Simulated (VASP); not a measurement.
# K (P6_3/mmc) in VASP: relaxation of cell and atoms with BLYP

Aim: the relaxation of cell and atoms of K with BLYP.

Program: VASP 6.6.1. These are calculated values, not measurements. Logs are shortened: lines on timing, memory, paths and dates and some standing lists are left out, and cuts for length are marked.

### 1 The cell of the first run

It takes space group P6_3/mmc (No. 194, hexagonal). The conventional cell has a = 4.655 Å, b = 4.655 Å, c = 15.203 Å, α = 90.00°, β = 90.00°, γ = 120.00°.

This isn't the form of K at room conditions, which is bcc.

### 2 Relaxation of cell and atoms, BLYP

Contents of INCAR:

```
AGGAC = 1.0 ; AGGAX = 1.0
ALDAC = 0.0 ; ALDAX = 1.0
ALGO = Normal ; EDIFF = 1E-7
EDIFFG = -0.01 ; ENCUT = 600
GGA = B5 ; IBRION = 2
ISIF = 3 ; ISMEAR = -1
LASPH = T ; LCHARG = F
LREAL = F ; LWAVE = F
NELM = 80 ; NSW = 80
PREC = Accurate ; SIGMA = 0.1
```

Contents of KPOINTS:

```
k-points
0
Gamma
  8 8 2
```

Contents of POSCAR:

```
K
1.0
    4.6549393048      0.0000000000      0.0000000000
   -2.3274696524      4.0312956910      0.0000000000
    0.0000000000      0.0000000000     15.2030317694
K
4
Direct
    0.0000000000      0.0000000000      0.0000000000
    0.0000000000      0.0000000000      0.5000000000
    0.3333333333      0.6666666667      0.2500000000
    0.6666666667      0.3333333333      0.7500000000
```

Potentials or basis: VASP PAW PBE potentials, release 64 (K_sv).

Started as:

```bash
$ cat potpaw_PBE.64/K_sv/POTCAR > POTCAR
$ mpirun -np 1 vasp_std > vasp.out
```

OUTCAR:

```text
EDIFF = 1E-7
   EDIFFG = -0.01
   ENCUT = 600
   GGA = B5
   IBRION = 2
   ISIF = 3
   ISMEAR = -1
   LASPH = T
   LREAL = F
   NELM = 80
   NSW = 80
   PREC = Accurate

 ion  position               nearest neighbor table
   1  0.000  0.000  0.000-
   2  0.000  0.000  0.500-
   3  0.333  0.667  0.250-
   4  0.667  0.333  0.750-

  LATTYP: Found a hexagonal cell.
 ALAT       =     4.6549393048
 C/A-ratio  =     3.2660000000

  Lattice vectors:

 A1 = (   4.6549393048,   0.0000000000,   0.0000000000)
 A2 = (  -2.3274696524,   4.0312956910,   0.0000000000)
 A3 = (   0.0000000000,   0.0000000000,  15.2030317694)

Analysis of symmetry for initial positions (statically):
=====================================================================
 Subroutine PRICEL returns:
 Original cell was already a primitive cell.

 Routine SETGRP: Setting up the symmetry group for a
 hexagonal supercell.

 Subroutine GETGRP returns: Found 24 space group operations
 (whereof 12 operations were pure point group operations)
 out of a pool of 24 trial point group operations.

The static configuration has the point symmetry D_3d.
 The point group associated with its full space group is D_6h.

Analysis of symmetry for dynamics (positions and initial velocities):
=====================================================================
 Subroutine PRICEL returns:
 Original cell was already a primitive cell.

 Routine SETGRP: Setting up the symmetry group for a
 hexagonal supercell.

 Subroutine GETGRP returns: Found 24 space group operations
 (whereof 12 operations were pure point group operations)
 out of a pool of 24 trial point group operations.

The dynamic configuration has the point symmetry D_3d.
 The point group associated with its full space group is D_6h.

 Subroutine INISYM returns: Found 24 space group operations
 (whereof 12 operations are pure point group operations),
 and found     1 'primitive' translations

----------------------------------------------------------------------------------------

                                     Primitive cell

  volume of cell :     285.2915

  direct lattice vectors                    reciprocal lattice vectors
     4.654939305  0.000000000  0.000000000     0.214825572  0.124029602  0.000000000
    -2.327469652  4.031295691  0.000000000     0.000000000  0.248059204  0.000000000
     0.000000000  0.000000000 15.203031769     0.000000000  0.000000000  0.065776354

  length of vectors
     4.654939305  4.654939305 15.203031769     0.248059204  0.248059204  0.065776354

  position of ions in fractional coordinates (direct lattice)
     0.000000000  0.000000000  0.000000000
     0.000000000  0.000000000  0.500000000
     0.333333333  0.666666667  0.250000000
     0.666666667  0.333333333  0.750000000

  ion indices of the primitive-cell ions
   primitive index   ion index
                 1           1
                 2           2
                 3           3
                 4           4

----------------------------------------------------------------------------------------

 KPOINTS: k-points

Automatic generation of k-mesh.
 Grid dimensions read from file:
 generate k-points for:    8    8    2

 Generating k-lattice:

  Cartesian coordinates                     Fractional coordinates (reciprocal lattice)
     0.026853197  0.015503700  0.000000000     0.125000000  0.000000000  0.000000000
     0.000000000  0.031007400  0.000000000     0.000000000  0.125000000  0.000000000
     0.000000000  0.000000000  0.032888177     0.000000000  0.000000000  0.500000000

  Length of vectors
     0.031007400  0.031007400  0.032888177

  Shift w.r.t. Gamma in fractional coordinates (k-lattice)
     0.000000000  0.000000000  0.000000000

 Subroutine IBZKPT returns following result:
 ===========================================

 Found     20 irreducible k-points:

 Following reciprocal coordinates:
            Coordinates               Weight
  0.000000  0.000000  0.000000      1.000000
  0.125000 -0.000000  0.000000      6.000000
  0.250000 -0.000000  0.000000      6.000000
  0.375000 -0.000000  0.000000      6.000000
  0.500000 -0.000000  0.000000      3.000000
  0.125000  0.125000  0.000000      6.000000
[... 12 lines left out ...]
  0.250000  0.250000  0.500000      6.000000
  0.375000  0.250000  0.500000      6.000000
   k-points           NKPTS =     20   k-points in BZ     NKDIM =     20   number of bands    NBANDS=     22
   number of dos      NEDOS =    301   number of ions     NIONS =      4
   total plane-waves  NPLWV = 201600
   dimension x,y,z NGX =    40 NGY =   40 NGZ =  126
   dimension x,y,z NGXF=    80 NGYF=   80 NGZF=  252
   ions per type =               4
   NGX,Y,Z   is equivalent  to a cutoff of  14.29, 14.29, 13.78 a.u.
   NGXF,Y,Z  is equivalent  to a cutoff of  28.57, 28.57, 27.56 a.u.
 SYSTEM =  unknown system
   PREC   = accura    normal or accurate (medium, high low for compatibility)
   ISTART =      0    job   : 0-new  1-cont  2-samecut
   ICHARG =      2    charge: 1-file 2-atom 10-const
   ISPIN  =      1    spin polarized calculation?
   LNONCOLLINEAR =      F non collinear calculations
   LSORBIT =      F    spin-orbit coupling
   LASPH  =      T    aspherical Exc in radial PAW
   ENCUT  =  600.0 eV  44.10 Ry    6.64 a.u.   9.30  9.30 30.36*2*pi/ulx,y,z
   NELM   =     80;   NELMIN=  2; NELMDL= -5     # of ELM steps
   EDIFF  = 0.1E-06   stopping-criterion for ELM
   LREAL  =      F    real-space projection
   EDIFFG = -.1E-01   stopping-criterion for IOM
   NSW    =     80    number of steps for IOM
   IBRION =      2    ionic relax: 0-MD 1-quasi-New 2-CG
   NFREE  =      1    steps in history (QN), initial steepest desc. (CG)
   ISIF   =      3    stress and relaxation
   ISYM   =      2    0-nonsym 1-usesym 2-fastsym
   POTIM  = 0.5000    time-step for ionic-motion
   TEBEG  =    0.0;   TEEND  =   0.0 temperature during run
   PSTRESS=    0.0 pullay stress
   NELECT =      36.0000    total number of electrons
   NUPDOWN=      -1.0000    fix difference up-down
   EMIN   =  10.00;   EMAX   =-10.00  energy-range for DOS
   EFERMI =   0.00;   METHOD = LEGACY
   ISMEAR =    -1;   SIGMA  =   0.10  broadening in eV -4-tet -1-fermi 0-gaus
   EFERMI_NEDOS =   21; number of points for ismear=-14 and -15
   IALGO  =     38    algorithm
   IMIX   =      4    mixing-type and parameters
     AMIX     =   0.40;   BMIX     =  1.00
     AMIX_MAG =   1.60;   BMIX_MAG =  1.00
  volume/ion in A,a.u.               =      71.32       481.31
  Fermi-wavevector in a.u.,A,eV,Ry     =   0.821131  1.551714  9.173822  0.674257
  Thomas-Fermi vector in A             =   1.932236
   LORBIT       =      0    0 simple, 1 ext, 2 COOP (PROOUT), +10 PAW based schemes
   GGA     = B5    functional components
   LHFCALC =     F    Hartree Fock is set to
   AEXX    =    0.0000 exact exchange contribution
   IVDW    =     0    specifies the selected vdW correction
   LEPSILON=     F    determine dielectric tensor
   LRPA    =     F    only Hartree local field effects (RPA)
 conjugate gradient relaxation of ions
 non-spin polarized calculation
  energy-cutoff  :      600.00
  volume of cell :      285.29
 maximum number of plane-waves:      9565
 NGX is ok and might be reduce to    40
   NGX = 19   NGY = 19   NGZ = 61

--------------------------------------- Ionic step        1  -------------------------------------------

 number of electron      36.0000002 magnetization

 Free energy of the ion-electron system (eV)
  ---------------------------------------------------
  ext. energy  EPLUGINS =         0.00000000
  ---------------------------------------------------
  free energy    TOTEN  =        -2.86096835 eV

  energy without entropy =       -2.76182991  energy(sigma->0) =       -2.81139913

------------------------ aborting loop because EDIFF is reached ----------------------------------------

  FORCE on cell =-STRESS in cart. coord.  units (eV):
  Direction    XX          YY          ZZ          XY          YZ          ZX
  --------------------------------------------------------------------------------------
  -------------------------------------------------------------------------------------
  Total        0.4270583      0.4270583      0.3904245      0.0000000      0.0000000     -0.0000000
  in kB        2.3983295      2.3983295      2.1925968      0.0000000      0.0000000     -0.0000000
  external PRESSURE =       2.3297519 kB  Pullay stress =       0.0000000 kB

 VOLUME and BASIS-vectors are now :
 -----------------------------------------------------------------------------
  energy-cutoff  :      600.00
  volume of cell :      285.29
      direct lattice vectors                 reciprocal lattice vectors
     4.654939305  0.000000000  0.000000000     0.214825572  0.124029602  0.000000000
    -2.327469652  4.031295691  0.000000000     0.000000000  0.248059204  0.000000000
     0.000000000  0.000000000 15.203031769     0.000000000  0.000000000  0.065776354
[... 115 lines left out ...]
 POSITION                                       TOTAL-FORCE (eV/Angst)
 -----------------------------------------------------------------------------------
      0.00000      0.00000     -0.00000         0.000000      0.000000     -0.000000
     -0.00000      0.00000      7.79439         0.000000     -0.000000     -0.000000
     -0.00000      2.76212      3.89719        -0.000000      0.000000     -0.000000
      2.39207      1.38106     11.69158         0.000000     -0.000000      0.000000
 -----------------------------------------------------------------------------------
    total drift:                                0.000000     -0.000000      0.000000

  FREE ENERGIE OF THE ION-ELECTRON SYSTEM (eV)
  ---------------------------------------------------
  free  energy   TOTEN  =        -2.8743706766 eV

  energy  without entropy=       -2.7718367777  energy(sigma->0) =       -2.82310373

--------------------------------------- Ionic step        5  -------------------------------------------

 number of electron      36.0000000 magnetization

 Free energy of the ion-electron system (eV)
  ---------------------------------------------------
  ext. energy  EPLUGINS =         0.00000000
  ---------------------------------------------------
  free energy    TOTEN  =        -2.87485031 eV

  energy without entropy =       -2.77294900  energy(sigma->0) =       -2.82389966

 E-fermi :   0.2003     XC(G=0):  -5.1822

 val. band max:        0.1777239325   @ k =   0.2500  -0.0000   0.5000
 cond. band min:       0.3271560885   @ k =   0.5000  -0.0000   0.0000
 fundamental gap:      0.1494321560
 Fermi energy:         0.2003285850

 k-point     1 :       0.0000    0.0000    0.0000
  band No.  band energies     occupation
      1     -32.0491      2.00000
      2     -32.0480      2.00000
      3     -32.0468      2.00000
      4     -32.0457      2.00000
      5     -15.6452      2.00000
      6     -15.6170      2.00000
[... 14 lines left out ...]
     21       0.8649      0.00260
     22       2.8762      0.00000
[... 495 lines left out ...]
 POSITION                                       TOTAL-FORCE (eV/Angst)
 -----------------------------------------------------------------------------------
      0.00000      0.00000     -0.00000        -0.000000      0.000000      0.000000
     -0.00000      0.00000      7.76049        -0.000000     -0.000000      0.000000
     -0.00000      2.74901      3.88024         0.000000      0.000000      0.000000
      2.38071      1.37450     11.64073        -0.000000     -0.000000     -0.000000
 -----------------------------------------------------------------------------------
    total drift:                                0.000000     -0.000000      0.000000

  FREE ENERGIE OF THE ION-ELECTRON SYSTEM (eV)
  ---------------------------------------------------
  free  energy   TOTEN  =        -2.8748503138 eV

  energy  without entropy=       -2.7729490006  energy(sigma->0) =       -2.82389966

 reached required accuracy - stopping structural energy minimisation
```

Wall time 12 min (1 thread of Intel Xeon Platinum 8488C (Sapphire Rapids), shared host); peak memory 0.53 GiB.

Results:

```yaml
Free_energy: -2.8749 eV
Relaxed_volume: 76.18 Å³/atom
Relaxed_cell: a = 4.761 Å, b = 4.761 Å, c = 15.521 Å, α = 90.00°, β = 90.00°, γ = 120.00°
Space_group_after_relaxing_to_0.1_Å: P6_3/mmc (No. 194)
Energy_gained_by_relaxing: 3.5 meV/atom
Ionic_steps: 5
Pressure_after_relaxing: 0.0 GPa
Band_gap_on_the_k_mesh: zero (bands 18 and 19 overlap by 2.07 eV)
```

Step by step:
| step | energy change (eV) | largest force (eV/Å) | pressure (GPa) | volume (Å³) |
| --- | --- | --- | --- | --- |
| 1 | 0.0000 | 0.0000 | 0.23 | 285.29 |
| 2 | -0.0056 | 0.0000 | 0.17 | 289.60 |
| 3 | -0.0111 | 0.0000 | 0.09 | 295.97 |
| 4 | -0.0134 | 0.0000 | -0.04 | 308.99 |
| 5 | -0.0139 | 0.0000 | 0.00 | 304.74 |

Final structure:
```
CELL_PARAMETERS angstrom
4.76142 0.00000 0.00000
-2.38071 4.12351 0.00000
0.00000 0.00000 15.52097
ATOMIC_POSITIONS crystal
K 0.00000 0.00000 0.00000
K 0.00000 0.00000 0.50000
K 0.33333 0.66667 0.25000
K 0.66667 0.33333 0.75000
```

Levels at points of the mesh, in eV from the Fermi level:
| k point | band 15 | band 16 | band 17 | band 18 | band 19 | band 20 | band 21 | band 22 |
| --- | --- | --- | --- | --- | --- | --- | --- | --- |
| (0.00, 0.00, 0.00) | -15.79 | -15.79 | -2.09 | -1.39 | -1.39 | 0.27 | 0.66 | 2.68 |
| (0.50, 0.00, 0.00) | -15.80 | -15.80 | 0.13 | 0.26 | 0.60 | 0.67 | 0.89 | 0.91 |
| (0.00, 0.00, 0.50) | -15.79 | -15.79 | -1.91 | -1.91 | -0.58 | -0.58 | 1.61 | 1.61 |
| (0.50, 0.00, 0.50) | -15.80 | -15.80 | 0.24 | 0.24 | 0.45 | 0.45 | 1.26 | 1.26 |

Caveat: the PAW data sets were made with another functional, which shifts forces and pressure a little.

The gap in the log of VASP goes by the Fermi energy; the results here count the filled bands.